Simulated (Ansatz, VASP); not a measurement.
## Two plane-wave programs on ZnS

The input INCAR:

```
SYSTEM = ZnS
PREC = Accurate ; ENCUT = 400
EDIFF = 1E-6 ; ISMEAR = 0
SIGMA = 0.05 ; LREAL = .False.
LASPH = .True. ; NELM = 120
ALGO = Normal ; ISIF = 2
LWAVE = .False. ; LCHARG = .False.
LDIPOL = .True. ; IDIPOL = 3
DIPOL = 0.5 0.5 0.427 ; GGA = PE
IVDW = 12 ; NBANDS = 126
GGA_COMPAT = .False. ; NELMDL = -8
```

Contents of KPOINTS:

```
Automatic mesh
0
Gamma
  3 3 1
  0 0 0
```

POSCAR

```
ZnS
1.0
    7.6016913818      0.0000000000      0.0000000000
   -3.8008456909      6.5832578483      0.0000000000
    0.0000000000      0.0000000000     26.7928994003
S Zn
12 12
Direct
    0.5000000000      0.0000000000      0.2985865726
    0.5000000000      0.5000000000      0.2985865726
    0.0000000000      0.0000000000      0.2985865726
    0.0000000000      0.5000000000      0.2985865726
    0.6666666667      0.8333333333      0.4144149293
    0.6666666667      0.3333333333      0.4144149293
    0.1666666667      0.8333333333      0.4144149293
    0.1666666667      0.3333333333      0.4144149293
    0.8644090183      0.6855076880      0.5318792545
    0.8760302443      0.1904947981      0.5822203009
    0.3674880250      0.6979303347      0.5312786492
    0.3681617941      0.1744900267      0.5317198732
    0.1666666667      0.8333333333      0.3275436617
    0.1666666667      0.3333333333      0.3275436617
    0.6666666667      0.8333333333      0.3275436617
    0.6666666667      0.3333333333      0.3275436617
    0.3318034801      0.6671313815      0.4393106623
    0.3315606710      0.1647115238      0.4392177170
    0.8364909062      0.6686085579      0.4379942089
    0.8328305341      0.1660777980      0.4392947168
    0.5203906638      0.5127798651      0.5382869698
    0.6120744218      0.0581622994      0.5215889543
    0.0299421192      0.5064333284      0.5487634797
    0.0289921501      0.0322636798      0.5464521917
```

Input for Ansatz:

```yaml
crystal:
  lattice:
    - [7.6016913818, 0.0, 0.0]
    - [-3.8008456909, 6.5832578483, 0.0]
    - [0.0, 0.0, 26.7928994003]
  atoms:
    - { symbol: S, position: [0.5, 0.0, 0.2985865726] }
    - { symbol: S, position: [0.5, 0.5, 0.2985865726] }
    - { symbol: S, position: [0.0, 0.0, 0.2985865726] }
    - { symbol: S, position: [0.0, 0.5, 0.2985865726] }
    - { symbol: Zn, position: [0.1666666667, 0.8333333333, 0.3275436617] }
    - { symbol: Zn, position: [0.1666666667, 0.3333333333, 0.3275436617] }
    - { symbol: Zn, position: [0.6666666667, 0.8333333333, 0.3275436617] }
    - { symbol: Zn, position: [0.6666666667, 0.3333333333, 0.3275436617] }
    - { symbol: S, position: [0.6666666667, 0.8333333333, 0.4144149293] }
    - { symbol: S, position: [0.6666666667, 0.3333333333, 0.4144149293] }
    - { symbol: S, position: [0.1666666667, 0.8333333333, 0.4144149293] }
    - { symbol: S, position: [0.1666666667, 0.3333333333, 0.4144149293] }
    - { symbol: Zn, position: [0.3318034801, 0.6671313815, 0.4393106623] }
    - { symbol: Zn, position: [0.331560671, 0.1647115238, 0.439217717] }
    - { symbol: Zn, position: [0.8364909062, 0.6686085579, 0.4379942089] }
    - { symbol: Zn, position: [0.8328305341, 0.166077798, 0.4392947168] }
    - { symbol: S, position: [0.8644090183, 0.685507688, 0.5318792545] }
    - { symbol: S, position: [0.8760302443, 0.1904947981, 0.5822203009] }
    - { symbol: S, position: [0.367488025, 0.6979303347, 0.5312786492] }
    - { symbol: S, position: [0.3681617941, 0.1744900267, 0.5317198732] }
    - { symbol: Zn, position: [0.5203906638, 0.5127798651, 0.5382869698] }
    - { symbol: Zn, position: [0.6120744218, 0.0581622994, 0.5215889543] }
    - { symbol: Zn, position: [0.0299421192, 0.5064333284, 0.5487634797] }
    - { symbol: Zn, position: [0.0289921501, 0.0322636798, 0.5464521917] }
basis:
  ecutwfc: 420
kpoints:
  mp_grid: { grid: [3, 3, 1] }
hamiltonian:
  xc: pbe
  dispersion: d3bj
scf:
  occupations: { method: gaussian, width: 0.05 }
output:
  forces: true
  eigenvalues: true
  write_density: true
  volumetric_format: npy
efield:
  axis: 3
  dipole_correction: true
  ramp_width: 0.04
```

Alike in both runs: task single point; functional PBE; dispersion D3(BJ); k mesh 3 × 3 × 1; occupations gaussian, width 0.05 eV; no spin polarisation.

```csv
,VASP,Ansatz
version,VASP 6.6.1,Ansatz 0.2.0
potentials or method,"VASP PAW PBE potentials, release 64 (S, Zn), cutoff 400 eV","scalar-relativistic, plane waves, PAW"
valence electrons in the cell,216,216
```

Ansatz gave:

* gap on the k mesh at the Fermi level (eV): none
* rms of the force components (eV/Å): 0.328

Task: Which values does VASP return?

Result: gap on the k mesh at the Fermi level (eV): none; rms of the force components (eV/Å): 0.329.

A gap of «none» marks a metal or a gap that the smearing closes.
